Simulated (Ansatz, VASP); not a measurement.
One calculation of Ge, two programs

Contents of INCAR:

```
ALGO = Normal
EDIFF = 1E-7
ENCUT = 520
GGA = PE
ISIF = 2
ISMEAR = -1
LASPH = True
LCHARG = False
LREAL = False
LWAVE = False
NBANDS = 36
NELM = 80
PREC = Accurate
SIGMA = 0.05
```

KPOINTS

```
k-points
0
Gamma
  11 11 6
```

Contents of POSCAR:

```
Ge
1.0
    3.9975858431     -0.0599637876     -0.0599637876
   -2.0507230850      3.4919927878     -0.0219482696
   -0.0989906692     -0.0989906692      6.5993779500
Ge
4
Direct
    0.6666666667      0.3333333333      0.0629012500
    0.3333333333      0.6666666667      0.5629012500
    0.6666666667      0.3333333333      0.4370987500
    0.3333333333      0.6666666667      0.9370987500
```

Input for Ansatz:

```yaml
crystal:
  lattice:
    - [3.9975858431, -0.0599637876, -0.0599637876]
    - [-2.050723085, 3.4919927878, -0.0219482696]
    - [-0.0989906692, -0.0989906692, 6.59937795]
  atoms:
    - { symbol: Ge, position: [0.6666666667, 0.3333333333, 0.06290125] }
    - { symbol: Ge, position: [0.3333333333, 0.6666666667, 0.56290125] }
    - { symbol: Ge, position: [0.6666666667, 0.3333333333, 0.43709875] }
    - { symbol: Ge, position: [0.3333333333, 0.6666666667, 0.93709875] }
kpoints:
  mp_grid: { grid: [11, 11, 6] }
  band_path:
    path:
      - [0.0, 0.0, 0.0]
      - [0.0, 0.0, 0.5]
      - [-0.5, 0.5, 0.0]
      - [0.0, 0.0, 0.0]
      - [0.0, -0.5, 0.0]
      - [-0.5, 0.0, 0.5]
      - [0.0, 0.0, 0.0]
      - [-0.5, 0.0, 0.0]
      - [0.0, -0.5, 0.5]
    npoints: 5
scf:
  occupations: { method: fermi_dirac, width: 0.05 }
hamiltonian:
  xc: pbe
  pseudopotentials: { kind: all_electron, lapw: { basis_error: 0.001 } }
output:
  forces: true
  stress: true
  eigenvalues: true
```

Change from the starting cell: equal xy, yz and zx shear strains of -3 %.

Alike in both runs: task single point; functional PBE; k mesh 11 × 11 × 6; occupations fermi-dirac, width 0.05 eV; no spin polarisation.

|  | VASP | Ansatz |
| --- | --- | --- |
| version | VASP 6.6.1 | Ansatz 0.2.0 |
| potentials or method | VASP PAW PBE potentials, release 64 (Ge_d), cutoff 520 eV | all-electron LAPW, scalar-relativistic |

VASP gave:

```
pressure (GPa)                                                : 3.0
traceless stress, the component that is largest in VASP (GPa) : 2.11
rms of the force components (eV/Å)                            : 0.215
```

Problem. What did Ansatz give for the same quantities?

Solution. Pressure (GPa): 3.1; traceless stress, the component that is largest in VASP (GPa): 2.11; rms of the force components (eV/Å): 0.216.

Atom by atom the forces differ by 0.001 eV/Å (rms over components). Ansatz ran all-electron here, and VASP with PAW potentials.
